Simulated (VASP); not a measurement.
Here is a VASP 6.6.1 calculation.

File POSCAR:

```
KF
1.0
    2.6853830942      2.6853830942      0.0000000000
   -2.6853830942      2.6853830942      0.0000000000
    0.0000000000      2.6853830942      2.6495649771
K F
1 1
Direct
    0.0000000000      0.0000000000      0.0000000000
    0.5000000000      0.5000000000      0.0000000000
```

The input INCAR.step1:

```
SYSTEM = KF
  ALGO = Normal
  EDIFF = 1E-4
  ENCUT = 520
  GGA = PE
  ISMEAR = 0
  LASPH = .True.
  LCHARG = .False.
  LREAL = .False.
  LWAVE = .True.
  NBANDS = 15
  NELM = 100
  PREC = Accurate
  SIGMA = 0.01
```

Contents of INCAR.step2:

```
SYSTEM = KF
  ALGO = Normal
  EDIFF = 1E-6
  ENCUT = 520
  ISIF = 2
  ISMEAR = 0
  ISTART = 1
  LASPH = .True.
  LCHARG = .False.
  LMIXTAU = .True.
  LREAL = .False.
  LWAVE = .False.
  METAGGA = R2SCAN
  NBANDS = 15
  NELM = 100
  PREC = Accurate
  SIGMA = 0.01
```

KPOINTS

```
k-points
0
Gamma
  8 8 8
  0 0 0
```

Potentials or basis: VASP PAW PBE potentials, release 64 (K_sv, F).

Command:

```console
$ cat potpaw_PBE.64/K_sv/POTCAR potpaw_PBE.64/F/POTCAR > POTCAR
$ cp INCAR.step1 INCAR
$ mpirun -np 1 vasp_std > vasp.out
$ cp INCAR.step2 INCAR
$ mpirun -np 1 vasp_std > vasp.out
```

Task: Estimate the pressure.

Result: -0.6 GPa.

Task: Estimate the band gap on the k mesh.

Result: 6.81 eV, direct.

Stress tensor (GPa, compression positive):
```
-0.85  0.00  0.00
 0.00 -0.85  0.00
 0.00  0.00 -0.04
```

Caveat: the cell differs from its parent crystal (in-plane strain +0.01, then relaxed in part); the PAW data sets were made with another functional, which shifts forces and pressure a little. A k mesh can miss the band edges.
